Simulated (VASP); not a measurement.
A run of VASP 6.6.1:

File POSCAR:

```
Os
1.0
    2.7393806551      0.0000000000      0.0000000000
   -1.3696903275      2.3723732379      0.0000000000
    0.0000000000      0.0000000000      4.3138178725
Os
2
Direct
    0.3333333333      0.6666666667      0.2500000000
    0.6666666667      0.3333333333      0.7500000000
```

Contents of INCAR.step1:

```
SYSTEM = Os
PREC = Accurate
ENCUT = 520
ISMEAR = -1
SIGMA = 0.03
LREAL = .False.
LASPH = .True.
NELM = 60
NBANDS = 15
GGA = PE
ALGO = Normal
EDIFF = 1E-4
LWAVE = .True.
LCHARG = .False.
```

File INCAR.step2:

```
SYSTEM = Os
PREC = Accurate
ENCUT = 520
EDIFF = 1E-6
ISMEAR = -1
SIGMA = 0.03
LREAL = .False.
LASPH = .True.
NELM = 60
ALGO = Normal
ISIF = 2
LWAVE = .False.
LCHARG = .False.
METAGGA = R2SCAN
LMIXTAU = .True.
NBANDS = 15
ISTART = 1
```

File KPOINTS:

```
Automatic mesh
0
Gamma
  13 13 7
  0 0 0
```

Potentials or basis: VASP PAW PBE potentials, release 64 (Os).

Run with:

```sh
$ cat potpaw_PBE.64/Os/POTCAR > POTCAR
$ cp INCAR.step1 INCAR
$ mpirun -np 1 vasp_std > vasp.out
$ cp INCAR.step2 INCAR
$ mpirun -np 1 vasp_std > vasp.out
```

Hardware: 1 thread of Intel Xeon 8259CL, on a shared host.

Estimate the wall time of this run.

Run time: 100 s on 1 thread of Intel Xeon 8259CL, on a shared host, peak memory 0.16 GiB. Counts: k points 84.
